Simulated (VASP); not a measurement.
# ScAsS (P4/mmm) in VASP: further runs

Runs on ScAsS. Level: PBE. Tasks: single point, relaxation of cell and atoms.

All numbers are computed with VASP 6.6.1; they aren't measurements. Logs are shortened: lines on timing, memory, paths and dates and some standing lists are left out, and cuts for length are marked.

## Step 1: The cell of the first run

It takes space group P4/mmm (No. 123, tetragonal). Conventional cell: a = 3.548 Å, b = 3.548 Å, c = 5.181 Å, α = 90.00°, β = 90.00°, γ = 90.00°. Within 3.3 Å of Sc (site symmetry 4/mmm) lie 4 S at 2.51 Å. Within 3.4 Å of As (site symmetry 4/mmm) lie 2 S at 2.59 Å. Within 3.3 Å of S (site symmetry 4/mmm) lie 4 Sc at 2.51 Å and 2 As at 2.59 Å.

The cell was built from a structure type or drawn by symmetry, and may not be a known phase.

## Step 2: Single point, PBE

Input file INCAR:

```
ALGO = Normal
EDIFF = 1E-7
ENCUT = 520
GGA = PE
ISIF = 2
ISMEAR = 0
LASPH = True
LCHARG = True
LELF = True
LREAL = False
LVHAR = True
LWAVE = False
NBANDS = 18
NELM = 80
PREC = Accurate
SIGMA = 0.1
```

Input file KPOINTS:

```
k-points
0
Gamma
  6 6 4
```

Input file POSCAR:

```
ScAsS
1.0
    3.5475853529      0.0000000000      0.0000000000
    0.0000000000      3.5475853529      0.0000000000
    0.0000000000      0.0000000000      5.1811630059
Sc As S
1 1 1
Direct
    0.0000000000      0.0000000000      0.0000000000
    0.5000000000      0.5000000000      0.5000000000
    0.5000000000      0.5000000000      0.0000000000
```

Potentials or basis: VASP PAW PBE potentials, release 64 (Sc_sv, As, S).

The run is started by

```
$ cat potpaw_PBE.64/Sc_sv/POTCAR potpaw_PBE.64/As/POTCAR potpaw_PBE.64/S/POTCAR > POTCAR
$ mpirun -np 1 vasp_std > vasp.out
```

OUTCAR:

```text
EDIFF = 1E-7
   ENCUT = 520
   GGA = PE
   ISIF = 2
   ISMEAR = 0
   LASPH = True
   LREAL = False
   NELM = 80
   PREC = Accurate

 ion  position               nearest neighbor table
   1  0.000  0.000  0.000-   3 2.51   3 2.51   3 2.51   3 2.51
   2  0.500  0.500  0.500-   3 2.59   3 2.59
   3  0.500  0.500  0.000-   1 2.51   1 2.51   1 2.51   1 2.51   2 2.59   2 2.59

  LATTYP: Found a simple tetragonal cell.
 ALAT       =     3.5475853529
 C/A-ratio  =     1.4604759267

  Lattice vectors:

 A1 = (   3.5475853529,   0.0000000000,   0.0000000000)
 A2 = (   0.0000000000,   3.5475853529,   0.0000000000)
 A3 = (   0.0000000000,   0.0000000000,   5.1811630059)

Analysis of symmetry for initial positions (statically):
=====================================================================
 Subroutine PRICEL returns:
 Original cell was already a primitive cell.

 Routine SETGRP: Setting up the symmetry group for a
 simple tetragonal supercell.

 Subroutine GETGRP returns: Found 16 space group operations
 (whereof 16 operations were pure point group operations)
 out of a pool of 16 trial point group operations.

The static configuration has the point symmetry D_4h.

Analysis of symmetry for dynamics (positions and initial velocities):
=====================================================================
 Subroutine PRICEL returns:
 Original cell was already a primitive cell.

 Routine SETGRP: Setting up the symmetry group for a
 simple tetragonal supercell.

 Subroutine GETGRP returns: Found 16 space group operations
 (whereof 16 operations were pure point group operations)
 out of a pool of 16 trial point group operations.

The dynamic configuration has the point symmetry D_4h.

 Subroutine INISYM returns: Found 16 space group operations
 (whereof 16 operations are pure point group operations),
 and found     1 'primitive' translations

----------------------------------------------------------------------------------------

                                     Primitive cell

  volume of cell :      65.2068

  direct lattice vectors                    reciprocal lattice vectors
     3.547585353  0.000000000  0.000000000     0.281881872  0.000000000  0.000000000
     0.000000000  3.547585353  0.000000000     0.000000000  0.281881872  0.000000000
[... 84 lines left out ...]
   LASPH  =      T    aspherical Exc in radial PAW
   ENCUT  =  520.0 eV  38.22 Ry    6.18 a.u.   6.60  6.60  9.63*2*pi/ulx,y,z
   NELM   =     80;   NELMIN=  2; NELMDL= -5     # of ELM steps
   EDIFF  = 0.1E-06   stopping-criterion for ELM
   LREAL  =      F    real-space projection
   EDIFFG = 0.1E-05   stopping-criterion for IOM
   NSW    =      0    number of steps for IOM
   IBRION =     -1    ionic relax: 0-MD 1-quasi-New 2-CG
   NFREE  =      0    steps in history (QN), initial steepest desc. (CG)
   ISIF   =      2    stress and relaxation
   ISYM   =      2    0-nonsym 1-usesym 2-fastsym
   POTIM  = 0.5000    time-step for ionic-motion
   TEBEG  =    0.0;   TEEND  =   0.0 temperature during run
   PSTRESS=    0.0 pullay stress
   NELECT =      22.0000    total number of electrons
   NUPDOWN=      -1.0000    fix difference up-down
   EMIN   =  10.00;   EMAX   =-10.00  energy-range for DOS
   EFERMI =   0.00;   METHOD = LEGACY
   ISMEAR =     0;   SIGMA  =   0.10  broadening in eV -4-tet -1-fermi 0-gaus
   EFERMI_NEDOS =   21; number of points for ismear=-14 and -15
   IALGO  =     38    algorithm
   IMIX   =      4    mixing-type and parameters
     AMIX     =   0.40;   BMIX     =  1.00
     AMIX_MAG =   1.60;   BMIX_MAG =  1.00
  volume/ion in A,a.u.               =      21.74       146.68
  Fermi-wavevector in a.u.,A,eV,Ry     =   1.139685  2.153692 17.672353  1.298881
  Thomas-Fermi vector in A             =   2.276388
   LORBIT       =      0    0 simple, 1 ext, 2 COOP (PROOUT), +10 PAW based schemes
   GGA     = PE    functional components
   LHFCALC =     F    Hartree Fock is set to
   AEXX    =    0.0000 exact exchange contribution
   IVDW    =     0    specifies the selected vdW correction
   LEPSILON=     F    determine dielectric tensor
   LRPA    =     F    only Hartree local field effects (RPA)
 non-spin polarized calculation
 Gauss-broadening in eV      SIGMA  =   0.10
  energy-cutoff  :      520.00
  volume of cell :       65.21
 maximum number of plane-waves:      1795
 NGX is ok and might be reduce to    28
   NGX = 13   NGY = 13   NGZ = 19

 number of electron      22.0000001 magnetization

 Free energy of the ion-electron system (eV)
  ---------------------------------------------------
  ext. energy  EPLUGINS =         0.00000000
  ---------------------------------------------------
  free energy    TOTEN  =       -16.97007069 eV

  energy without entropy =      -16.96403227  energy(sigma->0) =      -16.96705148

 E-fermi :   5.2229     XC(G=0):  -9.8351

 val. band max:        5.2003976336   @ k =   0.5000   0.3333   0.5000
 cond. band min:       5.2325738919   @ k =   0.5000   0.5000   0.5000
 fundamental gap:      0.0321762583
 Fermi energy:         5.2228896651

 k-point     1 :       0.0000    0.0000    0.0000
  band No.  band energies     occupation
      1     -45.3014      2.00000
      2     -23.9732      2.00000
      3     -23.9053      2.00000
      4     -23.9053      2.00000
      5     -10.1205      2.00000
      6      -4.9769      2.00000
[... 481 lines left out ...]
      5      -8.9733      2.00000
      6      -5.7193      2.00000
[... 10 lines left out ...]
     17       9.8216      0.00000
     18      10.2019      0.00000

 [... further k-points ...]

------------------------ aborting loop because EDIFF is reached ----------------------------------------

  FORCE on cell =-STRESS in cart. coord.  units (eV):
  Direction    XX          YY          ZZ          XY          YZ          ZX
  --------------------------------------------------------------------------------------
  -------------------------------------------------------------------------------------
  Total        0.0866224      0.0866224      0.0304674      0.0000000      0.0000000      0.0000000
  in kB        2.1283734      2.1283734      0.7486049      0.0000000      0.0000000      0.0000000
  external PRESSURE =       1.6684505 kB  Pullay stress =       0.0000000 kB

 VOLUME and BASIS-vectors are now :
 -----------------------------------------------------------------------------
  energy-cutoff  :      520.00
  volume of cell :       65.21
      direct lattice vectors                 reciprocal lattice vectors
     3.547585353  0.000000000  0.000000000     0.281881872  0.000000000  0.000000000
     0.000000000  3.547585353  0.000000000     0.000000000  0.281881872  0.000000000
     0.000000000  0.000000000  5.181163006     0.000000000  0.000000000  0.193006859

 POSITION                                       TOTAL-FORCE (eV/Angst)
 -----------------------------------------------------------------------------------
      0.00000      0.00000      0.00000         0.000000      0.000000      0.000000
      1.77379      1.77379      2.59058         0.000000      0.000000      0.000000
      1.77379      1.77379      0.00000         0.000000      0.000000      0.000000
 -----------------------------------------------------------------------------------
    total drift:                               -0.000000      0.000000     -0.000000

  FREE ENERGIE OF THE ION-ELECTRON SYSTEM (eV)
  ---------------------------------------------------
  free  energy   TOTEN  =       -16.9700706852 eV

  energy  without entropy=      -16.9640322660  energy(sigma->0) =      -16.96705148
```

stdout:

```text
POSCAR found type information on POSCAR ScAsS
 POSCAR found :  3 types and       3 ions
 scaLAPACK will be used
 LDA part: xc-table for (Slater+PW92), standard interpolation
 POSCAR, INCAR and KPOINTS ok, starting setup
 FFT: planning ... GRIDC
 FFT: planning ... GRID_SOFT
 FFT: planning ... GRID
 WAVECAR not read
 entering main loop
```

It took 18 s on 1 thread of Intel Xeon 6975P-C (Granite Rapids), shared host; peak memory 0.2 GiB.

Results:

```yaml
Free_energy: -16.9701 eV
Pressure: 0.2 GPa
Band_gap_on_the_k_mesh: zero (bands 11 and 12 overlap by 2.45 eV)
```

Stress tensor (GPa, compression positive):
```
0.21 0.00 0.00
0.00 0.21 0.00
0.00 0.00 0.07
```

## Step 3: Relaxation of cell and atoms, PBE

This run uses another cell than the first one, of 19.62 Å³/atom.

Input file INCAR:

```
ALGO     = Normal         # electronic algorithm
EDIFF    = 1E-6           # SCF threshold, eV
EDIFFG   = -0.04          # ionic threshold
ENCUT    = 600            # plane-wave cutoff, eV
GGA      = PE             # functional
IBRION   = 2              # ionic algorithm
ISIF     = 3              # what is computed and relaxed
ISMEAR   = 0              # smearing method
LASPH    = True           # aspherical terms in the spheres
LCHARG   = False          # write CHGCAR
LREAL    = False          # projectors in reciprocal space
LWAVE    = False          # write WAVECAR
NELM     = 60             # most SCF steps
NSW      = 90             # ionic steps
PREC     = Accurate       # precision mode
SIGMA    = 0.1            # smearing width, eV
```

Input file KPOINTS:

```
k-points
0
Gamma
  4 4 4
```

Input file POSCAR:

```
ScAsS
1.0
    3.8212632300      0.0000000000      0.0000000000
    0.0000000000      3.8212632300      0.0000000000
    0.0000000000      0.0000000000      4.0302704600
Sc As S
1 1 1
Direct
    0.0000000000      0.0000000000      0.0000000000
    0.5000000000      0.5000000000      0.5000000000
    0.5000000000      0.5000000000      0.0000000000
```

Potentials or basis: VASP PAW PBE potentials, release 64 (Sc_sv, As, S).

The run is started by

```
$ cat potpaw_PBE.64/Sc_sv/POTCAR potpaw_PBE.64/As/POTCAR potpaw_PBE.64/S/POTCAR > POTCAR
$ mpirun -np 1 vasp_std > vasp.out
```

Run time: 56 s. Hardware: 1 thread of Intel Xeon 6975P-C (Granite Rapids), shared host; peak memory 0.19 GiB.

It converged, with:

* Free energy: -17.0312 eV
* Relaxed volume: 21.84 Å³/atom
* Relaxed cell: a = 3.538 Å, b = 3.538 Å, c = 5.234 Å, α = 90.00°, β = 90.00°, γ = 90.00°
* Space group after relaxing (to 0.1 Å): P4/mmm (No. 123)
* Energy gained by relaxing: 1050.8 meV/atom
* Ionic steps: 8
* Pressure after relaxing: 0.1 GPa
* Band gap on the k mesh: zero (bands 11 and 12 overlap by 2.40 eV)

Step by step:
```tsv
step	energy change (eV)	largest force (eV/Å)	pressure (GPa)	volume (Å³)
1	0.0000	0.0000	18.78	58.85
2	-2.8297	0.0000	-7.61	76.74
3	-2.9222	0.0000	-5.59	71.71
4	-2.9478	0.0000	-6.66	73.37
5	-2.9476	0.0000	-6.45	72.97
6	-3.1004	0.0000	2.14	64.48
7	-3.1408	0.0000	-1.15	66.92
8	-3.1525	0.0000	0.12	65.52
```

Final structure:
```yaml
crystal:
  lattice:
    - [3.53795, 0.00000, 0.00000]
    - [0.00000, 3.53795, 0.00000]
    - [0.00000, 0.00000, 5.23449]
  atoms:
    - { symbol: Sc, position: [0.00000, 0.00000, 0.00000] }
    - { symbol: As, position: [0.50000, 0.50000, 0.50000] }
    - { symbol: S, position: [0.50000, 0.50000, 0.00000] }
```

Levels at points of the mesh, in eV from the Fermi level:
```csv
k point,band 9,band 10,band 11,band 12,band 13,band 14
"(0.00, 0.00, 0.00)",-3.46,-1.62,0.45,0.93,1.02,1.02
"(0.50, 0.00, 0.00)",-4.97,-3.05,1.42,1.66,1.79,1.91
"(0.50, 0.50, 0.00)",-5.62,-1.46,-1.46,-0.53,-0.53,0.41
"(0.00, 0.00, 0.50)",-2.93,-1.95,-1.58,-0.07,-0.07,0.45
"(0.50, 0.00, 0.50)",-3.70,-2.96,-0.44,0.81,1.36,1.40
"(0.50, 0.50, 0.50)",-3.09,-3.09,-2.08,-0.06,1.17,1.29
```

Caveat: the k points lie up to 0.44 Å⁻¹ apart in the final cell, too coarse for converged energies and pressures of a metal; a cell axis changed by over 15 % at a fixed basis, so the end point is rough.

## Step 4: Relaxation of cell and atoms, PBE

This run uses another cell than the first one, of 21.84 Å³/atom.

Input file INCAR:

```
PREC = Accurate
ENCUT = 600
EDIFF = 1E-6
ISMEAR = 0
SIGMA = 0.1
LREAL = F
LASPH = T
NELM = 100
ALGO = Normal
ISIF = 3
LWAVE = F
LCHARG = F
GGA = PE
IBRION = 2
NSW = 90
EDIFFG = -0.04
```

Input file KPOINTS:

```
Automatic mesh
0
Gamma
  6 6 4
```

Input file POSCAR:

```
ScAsS
1.0
    3.5361487461      0.0000000000      0.0000000000
    0.0000000000      3.5361487461      0.0000000000
    0.0000000000      0.0000000000      5.2390988407
Sc As S
1 1 1
Direct
    0.0000000000      0.0000000000      0.0000000000
    0.5000000000      0.5000000000      0.5000000000
    0.5000000000      0.5000000000      0.0000000000
```

Potentials or basis: VASP PAW PBE potentials, release 64 (Sc_sv, As, S).

The run is started by

```
$ cat potpaw_PBE.64/Sc_sv/POTCAR potpaw_PBE.64/As/POTCAR potpaw_PBE.64/S/POTCAR > POTCAR
$ mpirun -np 1 vasp_std > vasp.out
```

OUTCAR:

```text
PREC = Accurate
   ENCUT = 600
   EDIFF = 1E-6
   ISMEAR = 0
   LREAL = F
   LASPH = T
   NELM = 100
   ISIF = 3
   GGA = PE
   IBRION = 2
   NSW = 90
   EDIFFG = -0.04

 ion  position               nearest neighbor table
   1  0.000  0.000  0.000-   3 2.50   3 2.50   3 2.50   3 2.50
   2  0.500  0.500  0.500-   3 2.62   3 2.62
   3  0.500  0.500  0.000-   1 2.50   1 2.50   1 2.50   1 2.50   2 2.62   2 2.62

  LATTYP: Found a simple tetragonal cell.
 ALAT       =     3.5361487461
 C/A-ratio  =     1.4815832752

  Lattice vectors:

 A1 = (   3.5361487461,   0.0000000000,   0.0000000000)
 A2 = (   0.0000000000,   3.5361487461,   0.0000000000)
 A3 = (   0.0000000000,   0.0000000000,   5.2390988407)

Analysis of symmetry for initial positions (statically):
=====================================================================
 Subroutine PRICEL returns:
 Original cell was already a primitive cell.

 Routine SETGRP: Setting up the symmetry group for a
 simple tetragonal supercell.

 Subroutine GETGRP returns: Found 16 space group operations
 (whereof 16 operations were pure point group operations)
 out of a pool of 16 trial point group operations.

The static configuration has the point symmetry D_4h.

Analysis of symmetry for dynamics (positions and initial velocities):
=====================================================================
 Subroutine PRICEL returns:
 Original cell was already a primitive cell.

 Routine SETGRP: Setting up the symmetry group for a
 simple tetragonal supercell.

 Subroutine GETGRP returns: Found 16 space group operations
 (whereof 16 operations were pure point group operations)
 out of a pool of 16 trial point group operations.

The dynamic configuration has the point symmetry D_4h.

 Subroutine INISYM returns: Found 16 space group operations
 (whereof 16 operations are pure point group operations),
 and found     1 'primitive' translations

[... 140 lines left out ...]
  ---------------------------------------------------
  ext. energy  EPLUGINS =         0.00000000
  ---------------------------------------------------
  free energy    TOTEN  =       -16.96516174 eV

  energy without entropy =      -16.95928250  energy(sigma->0) =      -16.96222212

------------------------ aborting loop because EDIFF is reached ----------------------------------------

  FORCE on cell =-STRESS in cart. coord.  units (eV):
  Direction    XX          YY          ZZ          XY          YZ          ZX
  --------------------------------------------------------------------------------------
  -------------------------------------------------------------------------------------
  Total        0.3965627      0.3965627     -0.7065593      0.0000000      0.0000000      0.0000000
  in kB        9.6985048      9.6985048    -17.2799143      0.0000000      0.0000000      0.0000000
  external PRESSURE =       0.7056985 kB  Pullay stress =       0.0000000 kB
[... 61 lines left out ...]
--------------------------------------- Ionic step        3  -------------------------------------------

 number of electron      22.0000002 magnetization

 Free energy of the ion-electron system (eV)
  ---------------------------------------------------
  ext. energy  EPLUGINS =         0.00000000
  ---------------------------------------------------
  free energy    TOTEN  =       -16.97043635 eV

  energy without entropy =      -16.96433476  energy(sigma->0) =      -16.96738556

 E-fermi :   5.1743     XC(G=0):  -9.8106

 val. band max:        5.1477826674   @ k =   0.5000   0.3333   0.5000
 cond. band min:       5.1811996912   @ k =   0.5000   0.5000   0.5000
 fundamental gap:      0.0334170239
 Fermi energy:         5.1742909419

 k-point     1 :       0.0000    0.0000    0.0000
  band No.  band energies     occupation
      1     -45.3680      2.00000
      2     -24.0397      2.00000
      3     -23.9703      2.00000
      4     -23.9703      2.00000
      5     -10.1409      2.00000
      6      -5.0175      2.00000
      7      -1.6304      2.00000
      8       1.7040      2.00000
      9       1.7040      2.00000
     10       3.6418      2.00000
     11       5.6797      0.00000
     12       6.2116      0.00000
     13       6.2955      0.00000
     14       6.2955      0.00000
[... 401 lines left out ...]
      2     -24.1115      2.00000
      3     -24.0299      2.00000
      4     -23.9532      2.00000
      5      -9.0091      2.00000
      6      -5.7470      2.00000
      7      -1.6027      2.00000
      8       0.3235      2.00000
      9       1.5281      2.00000
     10       2.3777      2.00000
     11       4.8445      2.00000
     12       6.1306      0.00000
     13       6.5219      0.00000
     14       6.6248      0.00000
     15       6.9744      0.00000

 [... further k-points ...]

------------------------ aborting loop because EDIFF is reached ----------------------------------------

  FORCE on cell =-STRESS in cart. coord.  units (eV):
  Direction    XX          YY          ZZ          XY          YZ          ZX
  --------------------------------------------------------------------------------------
  -------------------------------------------------------------------------------------
  Total       -0.0851148     -0.0851148     -0.0970674      0.0000000     -0.0000000      0.0000000
  in kB       -2.0794192     -2.0794192     -2.3714290      0.0000000     -0.0000000      0.0000000
  external PRESSURE =      -2.1767558 kB  Pullay stress =       0.0000000 kB
[... 18 lines left out ...]
  FREE ENERGIE OF THE ION-ELECTRON SYSTEM (eV)
  ---------------------------------------------------
  free  energy   TOTEN  =       -16.9704363545 eV

  energy  without entropy=      -16.9643347556  energy(sigma->0) =      -16.96738556

 reached required accuracy - stopping structural energy minimisation
```

It took 34 s on 1 thread of Intel Xeon 6975P-C (Granite Rapids), shared host; peak memory 0.2 GiB.

What came out:

```yaml
Free_energy: -16.9704 eV
Relaxed_volume: 21.86 Å³/atom
Relaxed_cell: a = 3.554 Å, b = 3.554 Å, c = 5.191 Å, α = 90.00°, β = 90.00°, γ = 90.00°
Space_group_after_relaxing_to_0.1_Å: P4/mmm (No. 123)
Energy_gained_by_relaxing: 1.8 meV/atom
Ionic_steps: 3
Pressure_after_relaxing: -0.2 GPa
Band_gap_on_the_k_mesh: zero (bands 11 and 12 overlap by 2.43 eV)
```

The path:
| step | energy change (eV) | largest force (eV/Å) | pressure (GPa) | volume (Å³) |
| --- | --- | --- | --- | --- |
| 1 | 0.0000 | 0.0000 | 0.07 | 65.51 |
| 2 | -0.0050 | 0.0000 | -0.28 | 65.60 |
| 3 | -0.0053 | 0.0000 | -0.22 | 65.58 |

Final structure:
```
CELL_PARAMETERS angstrom
3.55427 0.00000 0.00000
0.00000 3.55427 0.00000
0.00000 0.00000 5.19127
ATOMIC_POSITIONS crystal
Sc 0.00000 0.00000 0.00000
As 0.50000 0.50000 0.50000
S 0.50000 0.50000 0.00000
```

Levels at points of the mesh, in eV from the Fermi level:
| k point | band 9 | band 10 | band 11 | band 12 | band 13 | band 14 |
| --- | --- | --- | --- | --- | --- | --- |
| (0.00, 0.00, 0.00) | -3.47 | -1.53 | 0.51 | 1.04 | 1.12 | 1.12 |
| (0.50, 0.00, 0.00) | -4.92 | -2.95 | 1.52 | 1.73 | 1.85 | 1.90 |
| (0.50, 0.50, 0.00) | -5.61 | -1.37 | -1.37 | -0.42 | -0.42 | 0.49 |
| (0.00, 0.00, 0.50) | -2.78 | -1.79 | -1.49 | -0.06 | -0.06 | 0.51 |
| (0.50, 0.00, 0.50) | -3.65 | -2.80 | -0.33 | 0.96 | 1.35 | 1.45 |
| (0.50, 0.50, 0.50) | -3.06 | -3.06 | -1.96 | 0.01 | 1.31 | 1.44 |

(Part 1 of 2 ends here.)
